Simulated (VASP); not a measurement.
# Li (P1) in VASP: further runs

The runs below take Li through single point, with PBE.

Program: VASP 6.6.1. These are calculated values, not measurements. Logs are shortened: lines on timing, memory, paths and dates and some standing lists are left out, and cuts for length are marked.

## 1. The cell of the first run

The typed cell holds 16 atoms: a = 7.313 Å, b = 7.313 Å, c = 7.313 Å, α = 90.00°, β = 90.00°, γ = 90.00°.

## 2. Single point, PBE

Input file INCAR:

```
PREC = Accurate
ENCUT = 520
EDIFF = 1E-6
ISMEAR = -1
SIGMA = 0.16
LREAL = Auto
LASPH = T
NELM = 100
ALGO = Normal
ISIF = 2
LWAVE = F
LCHARG = F
GGA = PE
NBANDS = 38
```

Input file KPOINTS:

```
Automatic mesh
0
Gamma
  2 2 2
```

Input file POSCAR:

```
Li
1.0
    7.3128730000      0.0000000000      0.0000000000
    0.0000000000      7.3128730000      0.0000000000
    0.0000000000      0.0000000000      7.3128730000
Li
16
Direct
    0.0653231637      0.0153428071      0.0216330846
    0.6729092656     -0.0148641991      0.0421585333
   -0.0262140475      0.4933355194     -0.2035998711
    0.0382612962      0.0646941359      0.3781413953
    0.3099739323      0.2124199340      0.1290464090
    0.5058203527      0.4545135681     -0.0880638841
    0.4860606768     -0.0854657260      0.3278465249
    0.9057042287      0.3253851120      0.0428285846
    0.1554245507      0.4530093713      0.4064066202
    0.1437191648      0.7085587292      0.3271354500
    0.2998274413      0.0958993818      0.6911920937
    0.6258552555      0.3159223468      0.3481805304
    0.8444287218      0.7224520377      0.1782199691
    0.7492677638      0.2197631492      0.6845052553
    0.1741449633      0.7807054765      0.7157515247
    0.5398015253      0.7155737560      0.5951286177
```

Potentials or basis: VASP PAW PBE potentials, release 64 (Li_sv).

On the command line:

```console
cat potpaw_PBE.64/Li_sv/POTCAR > POTCAR
mpirun -np 1 vasp_std > vasp.out
```

OUTCAR:

```text
PREC = Accurate
   ENCUT = 520
   EDIFF = 1E-6
   ISMEAR = -1
   LREAL = Auto
   LASPH = T
   NELM = 100
   ISIF = 2
   GGA = PE

 ion  position               nearest neighbor table
   1  0.065  0.015  0.022-   5 2.43   8 2.55
   2  0.673  0.985  0.042-  13 2.50   7 2.55
   3  0.974  0.493  0.796-   8 2.24
   4  0.038  0.065  0.378-
   5  0.310  0.212  0.129-   1 2.43
   6  0.506  0.455  0.912-
   7  0.486  0.915  0.328-  16 2.47   2 2.55
   8  0.906  0.325  0.043-   3 2.24   1 2.55
   9  0.155  0.453  0.406-  10 1.96
  10  0.144  0.709  0.327-   9 1.96  13 2.45
  11  0.300  0.096  0.691-  15 2.49
  12  0.626  0.316  0.348-
  13  0.844  0.722  0.178-  10 2.45   2 2.50
  14  0.749  0.220  0.685-
  15  0.174  0.781  0.716-  11 2.49
  16  0.540  0.716  0.595-   7 2.47

  LATTYP: Found a simple cubic cell.
 ALAT       =     7.3128730000

  Lattice vectors:

 A1 = (   7.3128730000,   0.0000000000,   0.0000000000)
 A2 = (   0.0000000000,   7.3128730000,   0.0000000000)
 A3 = (   0.0000000000,   0.0000000000,   7.3128730000)

Analysis of symmetry for initial positions (statically):
=====================================================================
 Subroutine PRICEL returns:
 Original cell was already a primitive cell.

 Routine SETGRP: Setting up the symmetry group for a
 simple cubic supercell.

 Subroutine GETGRP returns: Found  1 space group operations
 (whereof  1 operations were pure point group operations)
 out of a pool of 48 trial point group operations.

The static configuration has the point symmetry C_1 .

Analysis of symmetry for dynamics (positions and initial velocities):
=====================================================================
 Subroutine PRICEL returns:
 Original cell was already a primitive cell.

 Routine SETGRP: Setting up the symmetry group for a
 simple cubic supercell.

 Subroutine GETGRP returns: Found  1 space group operations
 (whereof  1 operations were pure point group operations)
 out of a pool of 48 trial point group operations.

The dynamic configuration has the point symmetry C_1 .

 Subroutine INISYM returns: Found  1 space group operations
 (whereof  1 operations are pure point group operations),
[... 106 lines left out ...]
   NELM   =    100;   NELMIN=  2; NELMDL= -5     # of ELM steps
   EDIFF  = 0.1E-05   stopping-criterion for ELM
   LREAL  =      T    real-space projection
   EDIFFG = 0.1E-04   stopping-criterion for IOM
   NSW    =      0    number of steps for IOM
   IBRION =     -1    ionic relax: 0-MD 1-quasi-New 2-CG
   NFREE  =      0    steps in history (QN), initial steepest desc. (CG)
   ISIF   =      2    stress and relaxation
   ISYM   =      2    0-nonsym 1-usesym 2-fastsym
   POTIM  = 0.5000    time-step for ionic-motion
   TEBEG  =    0.0;   TEEND  =   0.0 temperature during run
   PSTRESS=    0.0 pullay stress
   NELECT =      48.0000    total number of electrons
   NUPDOWN=      -1.0000    fix difference up-down
   EMIN   =  10.00;   EMAX   =-10.00  energy-range for DOS
   EFERMI =   0.00;   METHOD = LEGACY
   ISMEAR =    -1;   SIGMA  =   0.16  broadening in eV -4-tet -1-fermi 0-gaus
   EFERMI_NEDOS =   21; number of points for ismear=-14 and -15
   IALGO  =     38    algorithm
   IMIX   =      4    mixing-type and parameters
     AMIX     =   0.40;   BMIX     =  1.00
     AMIX_MAG =   1.60;   BMIX_MAG =  1.00
  volume/ion in A,a.u.               =      24.44       164.95
  Fermi-wavevector in a.u.,A,eV,Ry     =   0.813581  1.537444  9.005877  0.661913
  Thomas-Fermi vector in A             =   1.923332
   LORBIT       =      0    0 simple, 1 ext, 2 COOP (PROOUT), +10 PAW based schemes
   GGA     = PE    functional components
   LHFCALC =     F    Hartree Fock is set to
   AEXX    =    0.0000 exact exchange contribution
   IVDW    =     0    specifies the selected vdW correction
   LEPSILON=     F    determine dielectric tensor
   LRPA    =     F    only Hartree local field effects (RPA)
 non-spin polarized calculation
  energy-cutoff  :      520.00
  volume of cell :      391.08
 maximum number of plane-waves:     10568
   NGX = 27   NGY = 27   NGZ = 27

 number of electron      47.9999987 magnetization

 Free energy of the ion-electron system (eV)
  ---------------------------------------------------
  ext. energy  EPLUGINS =         0.00000000
  ---------------------------------------------------
  free energy    TOTEN  =       -26.22624531 eV

  energy without entropy =      -25.51207004  energy(sigma->0) =      -25.86915768

 E-fermi :  -0.0309     XC(G=0):  -6.5383

 val. band max:       -0.0334402506   @ k =   0.0000   0.5000   0.5000
 cond. band min:       0.0365731478   @ k =   0.5000   0.0000   0.5000
 fundamental gap:      0.0700133984
 Fermi energy:        -0.0309101575

 k-point     1 :       0.0000    0.0000    0.0000
  band No.  band energies     occupation
      1     -47.3935      2.00000
      2     -47.3500      2.00000
      3     -47.2528      2.00000
      4     -47.2024      2.00000
      5     -47.1645      2.00000
      6     -47.0334      2.00000
[... 301 lines left out ...]
     35       2.8418      0.00000
     36       3.0392      0.00000
 [bands above 36 left out]

------------------------ aborting loop because EDIFF is reached ----------------------------------------

  FORCE on cell =-STRESS in cart. coord.  units (eV):
  Direction    XX          YY          ZZ          XY          YZ          ZX
  --------------------------------------------------------------------------------------
  -------------------------------------------------------------------------------------
  Total       -3.0717051      3.4713746     -0.2781247      1.4508800     -3.9447169     -0.5945080
  in kB      -12.5842116     14.2215841     -1.1394260      5.9439889    -16.1607805     -2.4355901
  external PRESSURE =       0.1659822 kB  Pullay stress =       0.0000000 kB

 VOLUME and BASIS-vectors are now :
 -----------------------------------------------------------------------------
  energy-cutoff  :      520.00
  volume of cell :      391.08
      direct lattice vectors                 reciprocal lattice vectors
     7.312873000  0.000000000  0.000000000     0.136745162  0.000000000  0.000000000
     0.000000000  7.312873000  0.000000000     0.000000000  0.136745162  0.000000000
     0.000000000  0.000000000  7.312873000     0.000000000  0.000000000  0.136745162

 POSITION                                       TOTAL-FORCE (eV/Angst)
 -----------------------------------------------------------------------------------
      0.47770      0.11220      0.15820        -0.082936     -0.607538     -0.442405
      4.92090      7.20417      0.30830        -0.226101      0.499292     -0.693619
      7.12117      3.60770      5.82397         0.191206      0.371626     -0.599607
      0.27980      0.47310      2.76530        -0.406110      0.077095      0.343608
      2.26680      1.55340      0.94370         0.236868      0.221391      0.032837
      3.69900      3.32380      6.66887        -0.024450      0.188100      0.119186
[... 8 lines left out ...]
      1.27350      5.70920      5.23420        -0.136159     -0.177788      0.090024
      3.94750      5.23290      4.35210         0.381439     -0.354335      0.277582
 -----------------------------------------------------------------------------------
    total drift:                               -0.004694      0.002223      0.003106

  FREE ENERGIE OF THE ION-ELECTRON SYSTEM (eV)
  ---------------------------------------------------
  free  energy   TOTEN  =       -26.2262453138 eV

  energy  without entropy=      -25.5120700416  energy(sigma->0) =      -25.86915768
```

OSZICAR:

```text
N       E                     dE             d eps       ncg     rms          rms(c)
DAV:   1     0.266029962973E+03    0.26603E+03   -0.21224E+04   640   0.122E+03
DAV:   2     0.472736289342E+02   -0.21876E+03   -0.20436E+03   608   0.326E+02
DAV:   3    -0.920198416989E+01   -0.56476E+02   -0.54914E+02  1134   0.818E+01
DAV:   4    -0.234157209525E+02   -0.14214E+02   -0.13886E+02  1040   0.668E+01
DAV:   5    -0.270982530703E+02   -0.36825E+01   -0.36795E+01  1104   0.210E+01    0.289E+00
DAV:   6    -0.263194298190E+02    0.77882E+00   -0.17587E+00   840   0.677E+00    0.122E+00
DAV:   7    -0.262310193765E+02    0.88410E-01   -0.51980E-01  1008   0.235E+00    0.431E-01
DAV:   8    -0.262279554937E+02    0.30639E-02   -0.95138E-02   930   0.106E+00    0.218E-01
DAV:   9    -0.262265480201E+02    0.14075E-02   -0.15138E-02   920   0.401E-01    0.124E-01
DAV:  10    -0.262262099952E+02    0.33802E-03   -0.30804E-03   850   0.224E-01    0.386E-02
DAV:  11    -0.262262487692E+02   -0.38774E-04   -0.43422E-04   896   0.868E-02    0.173E-02
DAV:  12    -0.262262455781E+02    0.31911E-05   -0.63498E-05   952   0.411E-02    0.652E-03
DAV:  13    -0.262262453138E+02    0.26430E-06   -0.84916E-06   896   0.172E-02
   1 F= -.26226245E+02 E0= -.25869158E+02  d E =-.714175E+00
```

stdout:

```text
POSCAR found type information on POSCAR Li
 POSCAR found :  1 types and      16 ions
 scaLAPACK will be used
 LDA part: xc-table for (Slater+PW92), standard interpolation
 POSCAR, INCAR and KPOINTS ok, starting setup
 FFT: planning ... GRIDC
 FFT: planning ... GRID_SOFT
 FFT: planning ... GRID
 WAVECAR not read
 entering main loop
```

It took 3 min on 1 thread of Intel Xeon Platinum 8488C (Sapphire Rapids), shared host; peak memory 0.37 GiB.

Results:

```yaml
Free_energy: -26.2262 eV
Largest_force: 1.804 eV/Å
Band_gap_on_the_k_mesh: zero (bands 24 and 25 overlap by 0.81 eV)
```

Forces on the atoms (eV/Å):
```
Li  -0.083 -0.608 -0.442
Li  -0.226  0.499 -0.694
Li   0.191  0.372 -0.600
Li  -0.406  0.077  0.344
Li   0.237  0.221  0.033
Li  -0.024  0.188  0.119
Li  -0.444  0.279 -0.017
Li  -0.218 -0.144  1.001
Li   0.131 -1.672  0.664
Li   0.550  1.419 -0.602
Li   0.328  0.730 -0.112
Li   0.013  0.245 -0.183
Li  -0.341 -0.577  0.051
Li   0.046 -0.498  0.070
Li  -0.136 -0.178  0.090
Li   0.381 -0.354  0.278
```

Caveat: the k points lie up to 0.43 Å⁻¹ apart, too coarse for converged energies and pressures of a metal; the cutoff is under 1.25 times the usual one of these potentials, so pressure, stress and relaxed cells hold a basis-set (Pulay) error; forces of over 1 eV/Å act on the atoms, so gaps and moduli don't describe the material at rest.

## 3. Single point, PBE

This run uses another cell than the first one, of 25.49 Å³/atom.

Input file INCAR:

```
SYSTEM = Li
ALGO = Normal
EDIFF = 1E-7
ENCUT = 520
GGA = PE
ISIF = 2
ISMEAR = -1
LASPH = .TRUE.
LCHARG = .FALSE.
LREAL = Auto
LWAVE = .FALSE.
NBANDS = 38
NELM = 80
PREC = Accurate
SIGMA = 0.16
```

Input file KPOINTS:

```
k-points
0
G
  2 2 2
  0 0 0
```

Input file POSCAR:

```
Li
1.0
    7.2551090000      0.0000000000      0.0000000000
    0.0000000000      7.7608440000      0.0000000000
    0.0000000000      0.0000000000      7.2421300000
Li
16
Direct
   -0.0196137646     -0.0914333544     -0.0755578815
    0.5659597947     -0.0135165711     -0.0641800133
    0.1208803341      0.4390501858     -0.3064844183
   -0.0790063940      0.1046277956      0.2972329964
    0.2752543070      0.1611036119      0.1560314438
    0.4092839956      0.4118108804      0.0153269825
    0.5531550250      0.0325222360      0.4009317701
    0.7735652214      0.2168836276     -0.0255449709
    0.0358368151      0.4083834181      0.3156391835
    0.2126501476      0.8105819419      0.3436143786
    0.3441850426      0.2130567242      0.6364564016
    0.6274061492      0.4127901553      0.4186751688
    0.7840130314      0.7836518812      0.1412982092
    0.8036819295      0.0650960128      0.6359731184
    0.2255651845      0.7474573642      0.9464204592
    0.7788580433      0.5962495832      0.7675780468
```

Potentials or basis: VASP PAW PBE potentials, release 64 (Li_sv).

On the command line:

```console
cat potpaw_PBE.64/Li_sv/POTCAR > POTCAR
mpirun -np 1 vasp_std > vasp.out
```

Wall time 2.6 min (1 thread of Intel Xeon Platinum 8488C (Sapphire Rapids), shared host); peak memory 0.4 GiB.

The run converged. Its results:

- Free energy: -26.5379 eV
- Largest force: 1.037 eV/Å
- Band gap on the k mesh: zero (bands 24 and 25 overlap by 0.48 eV)

Forces on the atoms (eV/Å):
```
Li  -0.091  0.964 -0.373
Li  -0.658 -0.400 -0.112
Li  -0.358  0.241  0.264
Li   0.085 -0.402 -0.129
Li  -0.190 -0.590 -0.018
Li   0.361  0.476 -0.130
Li  -0.191 -0.246 -0.576
Li   0.316  0.818  0.202
Li   0.100  0.615 -0.241
Li  -0.109 -0.100  0.190
Li   0.136 -0.507  0.140
Li  -0.111 -0.075 -0.118
Li  -0.309 -0.564  0.687
Li   0.392  0.136  0.186
Li   0.860 -0.554  0.012
Li  -0.233  0.187  0.015
```

Levels at points of the mesh, in eV from the Fermi level:
| k point | band 21 | band 22 | band 23 | band 24 | band 25 | band 26 | band 27 | band 28 |
| --- | --- | --- | --- | --- | --- | --- | --- | --- |
| (0.00, 0.00, 0.00) | -0.85 | -0.71 | -0.69 | 0.30 | 0.56 | 0.62 | 0.80 | 0.88 |
| (0.50, 0.00, 0.00) | -0.60 | -0.55 | -0.38 | -0.29 | -0.17 | -0.01 | 1.07 | 1.31 |
| (0.00, 0.50, 0.00) | -0.58 | -0.53 | -0.31 | -0.21 | -0.11 | 0.01 | 0.84 | 1.14 |
| (0.50, 0.50, 0.00) | -0.42 | -0.21 | -0.09 | 0.09 | 0.20 | 0.62 | 0.65 | 0.94 |
| (0.00, 0.00, 0.50) | -0.61 | -0.42 | -0.42 | -0.32 | -0.13 | -0.04 | 0.83 | 0.94 |
| (0.50, 0.00, 0.50) | -0.38 | -0.25 | -0.17 | -0.07 | 0.02 | 0.17 | 0.25 | 0.54 |
| (0.00, 0.50, 0.50) | -0.38 | -0.21 | -0.07 | -0.03 | 0.22 | 0.39 | 0.57 | 0.92 |
| (0.50, 0.50, 0.50) | -1.47 | -1.31 | -1.16 | -0.92 | 1.23 | 1.46 | 1.67 | 1.73 |

Caveat: the k points lie up to 0.43 Å⁻¹ apart; the cutoff is under 1.25 times the usual one of these potentials, so pressure, stress and relaxed cells hold a basis-set (Pulay) error; the atoms stand as in a frame of molecular dynamics; forces of over 1 eV/Å act on the atoms, so gaps and moduli don't describe the material at rest.

(Continued in part 2 of 2.)
